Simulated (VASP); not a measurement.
Runs of VASP 6.6.1 on BaHf2Ag2. The typed cell holds 5 atoms: a = 4.689 Å, b = 4.692 Å, c = 6.366 Å, α = 67.87°, β = 67.79°, γ = 90.36°. 

| level | U | smearing | gap on the mesh (eV) | pressure (GPa) | largest force (eV/Å) |
| --- | --- | --- | --- | --- | --- |
| RPBE | - | tetrahedron | none | 16.5 | 1.24 |
| PBE | - | gaussian 0.01 eV | none | 13.9 | (b) |
| PBE+U | Hf d U = 2.0 eV | fermi-dirac 0.1 eV | none | 16.3 | 1.28 |
| PBE | - | fermi-dirac 0.1 eV | none | (a) | 1.20 |

Alike in all rows: task single point; potentials or basis VASP PAW PBE potentials, release 64 (Ba_sv, Ag, Hf_pv); no spin polarisation; cell as given; k mesh 4 × 4 × 4, shifted; cutoff (eV) 520.

Task: Fill in the values left out.

Result: (a) 13.8; (b) 1.23.

Caveats: all runs use coarse meshes; spin-orbit coupling is left out, which moves the levels of the heavy elements; forces of over 1 eV/Å act on the atoms, so gaps and moduli don't describe the material at rest (some runs); the PAW data sets were made with another functional, which shifts forces and pressure a little (some runs); tetrahedron occupations give inexact forces and stress in metals (some runs); U without spin polarisation on a metal has little footing (some runs); the U is typed as a test and isn't derived for this compound (some runs).

A k mesh can miss the band edges, and the runs leave out spin-orbit coupling on Ag, Ba, Hf.

A gap of «none» marks levels without a gap at the run's occupations.
